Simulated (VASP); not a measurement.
# Ru (R-3m) in VASP: further runs, part 2 of 2

VASP 6.6.1. The steps go on from the part before.

## (3) Single point, PBE

This run uses another cell than the first one: it holds 3 atoms, not 2.

The input, INCAR:

```
  PREC = Accurate
  ENCUT = 520
  EDIFF = 1E-6
  ISMEAR = 0
  SIGMA = 0.1
  LREAL = F
  LASPH = T
  NELM = 60
  ALGO = Normal
  ISIF = 2
  LWAVE = F
  LCHARG = T
  GGA = PE
  LELF = T
  LVHAR = T
  NBANDS = 28
```

The input, KPOINTS:

```
regular mesh
0
Gamma
  9 9 9
```

The input, POSCAR:

```
Ru
1.0
    1.3591030833      0.7846785310      6.4708669688
   -1.3591030833      0.7846785310      6.4708669688
    0.0000000000     -1.5693570620      6.4708669688
Ru
3
Direct
    0.0000000000      0.0000000000      0.0000000000
    0.2206419403      0.2206419403      0.2206419403
    0.7793580597      0.7793580597      0.7793580597
```

Potentials or basis: VASP PAW PBE potentials, release 64 (Ru_pv).

Run with:

```console
$ cat potpaw_PBE.64/Ru_pv/POTCAR > POTCAR
$ mpirun -np 1 vasp_std > vasp.out
```

OUTCAR:

```text
PREC = Accurate
   ENCUT = 520
   EDIFF = 1E-6
   ISMEAR = 0
   LREAL = F
   LASPH = T
   NELM = 60
   ISIF = 2
   GGA = PE

 ion  position               nearest neighbor table
   1  0.000  0.000  0.000-   3 2.69   3 2.69   2 2.69   2 2.69   3 2.69   2 2.69
   2  0.221  0.221  0.221-   3 2.62   3 2.62   3 2.62   1 2.69   1 2.69   1 2.69
   3  0.779  0.779  0.779-   2 2.62   2 2.62   2 2.62   1 2.69   1 2.69   1 2.69

  LATTYP: Found a trigonal (rhomboedric) cell.
 ALAT       =     6.6584533426
 COS(alpha) =     0.9166725543

  Lattice vectors:

 A1 = (   1.3591030833,   0.7846785310,   6.4708669688)
 A2 = (  -1.3591030833,   0.7846785310,   6.4708669688)
 A3 = (   0.0000000000,  -1.5693570620,   6.4708669688)

Analysis of symmetry for initial positions (statically):
=====================================================================
 Subroutine PRICEL returns:
 Original cell was already a primitive cell.

 Routine SETGRP: Setting up the symmetry group for a
 trigonal (rhombohedral) supercell.

 Subroutine GETGRP returns: Found 12 space group operations
 (whereof 12 operations were pure point group operations)
 out of a pool of 12 trial point group operations.

The static configuration has the point symmetry D_3d.

Analysis of symmetry for dynamics (positions and initial velocities):
=====================================================================
 Subroutine PRICEL returns:
 Original cell was already a primitive cell.

 Routine SETGRP: Setting up the symmetry group for a
 trigonal (rhombohedral) supercell.

 Subroutine GETGRP returns: Found 12 space group operations
 (whereof 12 operations were pure point group operations)
 out of a pool of 12 trial point group operations.

The dynamic configuration has the point symmetry D_3d.

 Subroutine INISYM returns: Found 12 space group operations
 (whereof 12 operations are pure point group operations),
 and found     1 'primitive' translations

[... 113 lines left out ...]
   IALGO  =     38    algorithm
   IMIX   =      4    mixing-type and parameters
     AMIX     =   0.40;   BMIX     =  1.00
     AMIX_MAG =   1.60;   BMIX_MAG =  1.00
  volume/ion in A,a.u.               =      13.80        93.14
  Fermi-wavevector in a.u.,A,eV,Ry     =   1.644897  3.108404 36.813082  2.705685
  Thomas-Fermi vector in A             =   2.734785
   LORBIT       =      0    0 simple, 1 ext, 2 COOP (PROOUT), +10 PAW based schemes
   GGA     = PE    functional components
   LHFCALC =     F    Hartree Fock is set to
   AEXX    =    0.0000 exact exchange contribution
   IVDW    =     0    specifies the selected vdW correction
   LEPSILON=     F    determine dielectric tensor
   LRPA    =     F    only Hartree local field effects (RPA)
 non-spin polarized calculation
 Gauss-broadening in eV      SIGMA  =   0.10
  energy-cutoff  :      520.00
  volume of cell :       41.41
 maximum number of plane-waves:      1127
 NGX is ok and might be reduce to    50

 number of electron      42.0000001 magnetization

 Free energy of the ion-electron system (eV)
  ---------------------------------------------------
  ext. energy  EPLUGINS =         0.00000000
  ---------------------------------------------------
  free energy    TOTEN  =       -27.60332210 eV

  energy without entropy =      -27.58945085  energy(sigma->0) =      -27.59638647

 E-fermi :  12.6317     XC(G=0): -14.0178

 val. band max:       12.6224057750   @ k =  -0.2222   0.1111   0.1111
 cond. band min:      12.6384637856   @ k =  -0.4444   0.4444   0.4444
 fundamental gap:      0.0160580106
 Fermi energy:        12.6316509932

 k-point     1 :       0.0000    0.0000    0.0000
  band No.  band energies     occupation
      1     -30.8693      2.00000
      2     -30.7032      2.00000
      3     -30.1688      2.00000
      4     -30.1688      2.00000
      5     -30.0986      2.00000
      6     -30.0986      2.00000
[... 733 lines left out ...]
     27      18.9186      0.00000
     28      22.6918      0.00000

 [... further k-points ...]

------------------------ aborting loop because EDIFF is reached ----------------------------------------

  FORCE on cell =-STRESS in cart. coord.  units (eV):
  Direction    XX          YY          ZZ          XY          YZ          ZX
  --------------------------------------------------------------------------------------
  -------------------------------------------------------------------------------------
  Total       -0.0123786     -0.0123786      0.0052138      0.0000000     -0.0000000      0.0000000
  in kB       -0.4789877     -0.4789877      0.2017467      0.0000000     -0.0000000      0.0000000
  external PRESSURE =      -0.2520762 kB  Pullay stress =       0.0000000 kB

 VOLUME and BASIS-vectors are now :
 -----------------------------------------------------------------------------
  energy-cutoff  :      520.00
  volume of cell :       41.41
      direct lattice vectors                 reciprocal lattice vectors
     1.359103083  0.784678531  6.470866969     0.367889681  0.212401206  0.051512932
    -1.359103083  0.784678531  6.470866969    -0.367889681  0.212401206  0.051512932
     0.000000000 -1.569357062  6.470866969     0.000000000 -0.424802413  0.051512932

 POSITION                                       TOTAL-FORCE (eV/Angst)
 -----------------------------------------------------------------------------------
      0.00000      0.00000      0.00000         0.000000      0.000000     -0.000000
      0.00000      0.00000      4.28323         0.000000     -0.000000      0.000246
      0.00000      0.00000     15.12937         0.000000     -0.000000     -0.000246
 -----------------------------------------------------------------------------------
    total drift:                                0.000000      0.000000      0.000000

  FREE ENERGIE OF THE ION-ELECTRON SYSTEM (eV)
  ---------------------------------------------------
  free  energy   TOTEN  =       -27.6033221005 eV

  energy  without entropy=      -27.5894508487  energy(sigma->0) =      -27.59638647
```

It took 5.8 min on 1 thread of Intel Xeon Platinum 8488C (Sapphire Rapids), shared host; peak memory 0.35 GiB.

What came out:

| Quantity | Value |
| --- | --- |
| Free energy | -27.6033 eV |
| Pressure | 0.0 GPa |
| Band gap on the k mesh | zero (bands 21 and 22 overlap by 2.70 eV) |

Levels at points of the mesh, in eV from the Fermi level:
| k point | band 19 | band 20 | band 21 | band 22 | band 23 | band 24 |
| --- | --- | --- | --- | --- | --- | --- |
| (0.00, 0.00, 0.00) | -2.19 | -1.66 | -1.41 | -1.05 | -1.05 | 0.61 |

## (4) Single point, PBE

This run uses another cell than the first one: it holds 3 atoms, not 2.

The input, INCAR:

```
PREC = Accurate
ENCUT = 520
EDIFF = 1E-6
ISMEAR = 0
SIGMA = 0.1
LREAL = F
LASPH = T
NELM = 60
ALGO = Normal
ISIF = 2
LWAVE = F
LCHARG = F
GGA = PE
NBANDS = 28
```

KPOINTS is that of step 3.

The input, POSCAR:

```
Ru
1.0
    1.4130400140      0.8158190324      6.8291337230
   -1.4130400140      0.8158190324      6.8291337230
    0.0000000000     -1.6316380650      6.8291337230
Ru
3
Direct
    0.0000000000      0.0000000000      0.0000000000
    0.2222200000      0.2222200000      0.2222200000
    0.7777800000      0.7777800000      0.7777800000
```

Run with:

```console
$ cat potpaw_PBE.64/Ru_pv/POTCAR > POTCAR
$ mpirun -np 1 vasp_std > vasp.out
```

It took 8.5 min on 1 thread of Intel Xeon Platinum 8488C (Sapphire Rapids), shared host; peak memory 0.41 GiB.

The run converged. Its results:

```yaml
Free_energy: -26.9591 eV
Pressure: -29.7 GPa
Largest_force: 0.459 eV/Å
Band_gap_on_the_k_mesh: zero (bands 21 and 22 overlap by 2.17 eV)
```

Forces on the atoms (eV/Å):
```
Ru   0.000  0.000  0.000
Ru   0.000  0.000 -0.459
Ru   0.000  0.000  0.459
```

Stress tensor (GPa, compression positive):
```
-28.03   0.00   0.00
  0.00 -28.03   0.00
  0.00   0.00 -33.08
```

Levels at points of the mesh, in eV from the Fermi level:
```tsv
k point	band 17	band 18	band 19	band 20	band 21	band 22	band 23	band 24	band 25	band 26
(0.00, 0.00, 0.00)	-2.08	-1.83	-1.83	-1.43	-1.41	-0.76	-0.76	0.45	0.45	0.76
```

Caveat: the stress differs along the axes, from -33 to -28 GPa.

## (5) Relaxation of cell and atoms, PBE

This run uses another cell than the first one: it holds 3 atoms, not 2.

The input, INCAR:

```
PREC     = Accurate       # precision mode
ENCUT    = 600            # plane-wave cutoff, eV
EDIFF    = 1E-7           # SCF threshold, eV
ISMEAR   = 0              # smearing method
SIGMA    = 0.1            # smearing width, eV
LREAL    = F              # projectors in reciprocal space
LASPH    = T              # aspherical terms in the spheres
NELM     = 100            # most SCF steps
ALGO     = Fast           # electronic algorithm
ISIF     = 3              # what is computed and relaxed
LWAVE    = F              # write WAVECAR
LCHARG   = F              # write CHGCAR
GGA      = PE             # functional
IBRION   = 2              # ionic algorithm
NSW      = 90             # ionic steps
EDIFFG   = -0.04          # ionic threshold
```

The input, KPOINTS:

```
Automatic mesh
0
Gamma
  9 9 9
```

POSCAR is that of step 4.

Potentials or basis: VASP PAW PBE potentials, release 64 (Ru_pv).

Run with:

```console
$ cat potpaw_PBE.64/Ru_pv/POTCAR > POTCAR
$ mpirun -np 1 vasp_std > vasp.out
```

OUTCAR:

```text
PREC = Accurate
   ENCUT = 600
   EDIFF = 1E-7
   ISMEAR = 0
   LREAL = F
   LASPH = T
   NELM = 100
   ISIF = 3
   GGA = PE
   IBRION = 2
   NSW = 90
   EDIFFG = -0.04

 ion  position               nearest neighbor table
   1  0.000  0.000  0.000-   3 2.80   3 2.80   2 2.80   2 2.80   3 2.80   2 2.80
   2  0.222  0.222  0.222-   3 2.80   3 2.80   3 2.80   1 2.80   1 2.80   1 2.80
   3  0.778  0.778  0.778-   2 2.80   2 2.80   2 2.80   1 2.80   1 2.80   1 2.80

  LATTYP: Found a trigonal (rhomboedric) cell.
 ALAT       =     7.0213467498
 COS(alpha) =     0.9189975651

  Lattice vectors:

 A1 = (   1.4130400140,   0.8158190324,   6.8291337230)
 A2 = (  -1.4130400140,   0.8158190324,   6.8291337230)
 A3 = (   0.0000000000,  -1.6316380650,   6.8291337230)

[... 478 lines left out ...]
  ext. energy  EPLUGINS =         0.00000000
  ---------------------------------------------------
  free energy    TOTEN  =       -27.60857155 eV

  energy without entropy =      -27.59470803  energy(sigma->0) =      -27.60163979

 E-fermi :  12.6147     XC(G=0): -14.0121

 val. band max:       12.6050238354   @ k =  -0.2222   0.1111   0.1111
 cond. band min:      12.6214045217   @ k =  -0.4444   0.4444   0.4444
 fundamental gap:      0.0163806864
 Fermi energy:        12.6146999390

 k-point     1 :       0.0000    0.0000    0.0000
  band No.  band energies     occupation
      1     -30.8817      2.00000
      2     -30.7192      2.00000
      3     -30.1846      2.00000
      4     -30.1846      2.00000
      5     -30.1155      2.00000
      6     -30.1155      2.00000
[... 661 lines left out ...]
     24      14.4165      0.00000
     25      14.7596      0.00000

 [... further k-points ...]

------------------------ aborting loop because EDIFF is reached ----------------------------------------

  FORCE on cell =-STRESS in cart. coord.  units (eV):
  Direction    XX          YY          ZZ          XY          YZ          ZX
  --------------------------------------------------------------------------------------
  -------------------------------------------------------------------------------------
  Total       -0.1079959     -0.1079959     -0.0027595      0.0000000     -0.0000000      0.0000000
  in kB       -4.1751896     -4.1751896     -0.1066828      0.0000000     -0.0000000      0.0000000
  external PRESSURE =      -2.8190207 kB  Pullay stress =       0.0000000 kB
[... 18 lines left out ...]
  FREE ENERGIE OF THE ION-ELECTRON SYSTEM (eV)
  ---------------------------------------------------
  free  energy   TOTEN  =       -27.6085715540 eV

  energy  without entropy=      -27.5947080325  energy(sigma->0) =      -27.60163979

 reached required accuracy - stopping structural energy minimisation
```

OSZICAR:

```text
N       E                     dE             d eps       ncg     rms          rms(c)
DAV:   1     0.511007076805E+03    0.51101E+03   -0.27890E+04  4250   0.201E+03
DAV:   2    -0.136909310296E+02   -0.52470E+03   -0.51893E+03  4669   0.572E+02
DAV:   3    -0.288676966306E+02   -0.15177E+02   -0.14584E+02  5327   0.951E+01
DAV:   4    -0.291385681660E+02   -0.27087E+00   -0.26762E+00  4827   0.115E+01
[... 127 lines left out ...]
RMM:   8    -0.276085714284E+02   -0.55648E-06   -0.12048E-05  5046   0.219E-02    0.490E-03
RMM:   9    -0.276085715010E+02   -0.72583E-07   -0.29194E-06  4305   0.150E-02    0.208E-03
RMM:  10    -0.276085713205E+02    0.18042E-06   -0.11486E-06  4183   0.630E-03    0.592E-04
RMM:  11    -0.276085714806E+02   -0.16010E-06   -0.17688E-07  2436   0.286E-03    0.821E-04
RMM:  12    -0.276085715540E+02   -0.73333E-07   -0.64388E-08  2388   0.178E-03
   9 F= -.27608572E+02 E0= -.27601640E+02  d E =-.501012E-03
```

CONTCAR:

```text
Ru
   1.00000000000000
     1.3598177603470252    0.7850911499316958    6.4697841316065219
    -1.3598177603470252    0.7850911499316958    6.4697841316065219
     0.0000000000000000   -1.5701823000452770    6.4697841316052669
  Ru
     3
Direct
     0.0000000000000000    0.0000000000000000    0.0000000000000000
     0.2206755607561966    0.2206755607561966    0.2206755607562140
     0.7793244392438035    0.7793244392438035    0.7793244392437859

  0.00000000E+00  0.00000000E+00  0.00000000E+00
  0.00000000E+00  0.00000000E+00  0.00000000E+00
  0.00000000E+00  0.00000000E+00  0.00000000E+00
```

It took 64 min on 1 thread of Intel Xeon Platinum 8488C (Sapphire Rapids), shared host; peak memory 0.51 GiB.

Results:

```
Free energy                           : -27.6086 eV
Relaxed volume                        : 13.81 Å³/atom
Relaxed cell                          : a = 6.658 Å, b = 6.658 Å, c = 6.658 Å, α = 23.57°, β = 23.57°, γ = 23.57°
Space group after relaxing (to 0.1 Å) : R-3m (No. 166)
Pressure after relaxing               : -0.3 GPa
Largest force after relaxing          : 0.017 eV/Å
Band gap on the k mesh                : zero (bands 21 and 22 overlap by 2.69 eV)
```

Forces on the atoms (eV/Å):
```
Ru   0.000  0.000  0.000
Ru   0.000  0.000 -0.017
Ru   0.000  0.000  0.017
```

Stress tensor (GPa, compression positive):
```
-0.42  0.00  0.00
 0.00 -0.42  0.00
 0.00  0.00 -0.01
```

Final structure:
```
Ru
1.0
     1.35982    0.78509    6.46978
    -1.35982    0.78509    6.46978
     0.00000   -1.57018    6.46978
Ru
3
Direct
  0.00000 0.00000 0.00000
  0.22068 0.22068 0.22068
  0.77932 0.77932 0.77932
```

Caveat: the highest band is partly filled, so the run has too few bands.

## (6) Summary

| task | potentials or basis | cell | k mesh | cutoff (eV) | gap on the mesh (eV) | pressure (GPa) | relaxed volume (Å³/atom) | largest force (eV/Å) |
| --- | --- | --- | --- | --- | --- | --- | --- | --- |
| relaxation of cell and atoms | VASP PAW PBE potentials, release 64 (Ru_sv) | relaxed from a = 4.147 Å, angles 44.2°, 2 atoms, atomic positions A | 6 × 6 × 6 | 560 | none | -0.3 | 14.62 | 0.02 |
| single point | VASP PAW PBE potentials, release 64 (Ru_pv) | a = 6.658 Å, angles 23.6°, 3 atoms, atomic positions B | 9 × 9 × 9 | 520 | none | 0.0 | - | - |
| single point | VASP PAW PBE potentials, release 64 (Ru_pv) | a = 7.021 Å, angles 23.2°, 3 atoms, atomic positions C | 9 × 9 × 9 | 520 | none | -29.7 | - | 0.46 |
| relaxation of cell and atoms | VASP PAW PBE potentials, release 64 (Ru_pv) | relaxed from a = 7.021 Å, angles 23.2°, 3 atoms, atomic positions C | 9 × 9 × 9 | 600 | none | -0.3 | 13.81 | 0.02 |

Alike in all rows: level PBE; no spin polarisation; smearing gaussian 0.1 eV.

Caveats: some runs use coarse meshes; a cell axis changed by over 15 % at a fixed basis, so the end point is rough (at least some runs); the stress differs along the axes, from -33 to -28 GPa (at least some runs); the highest band is partly filled, so the run has too few bands (at least some runs).

Total energies depend on the potentials used, so only differences within one code and one set of settings carry meaning.

The gap in the log of VASP goes by the Fermi energy; the results here count the filled bands.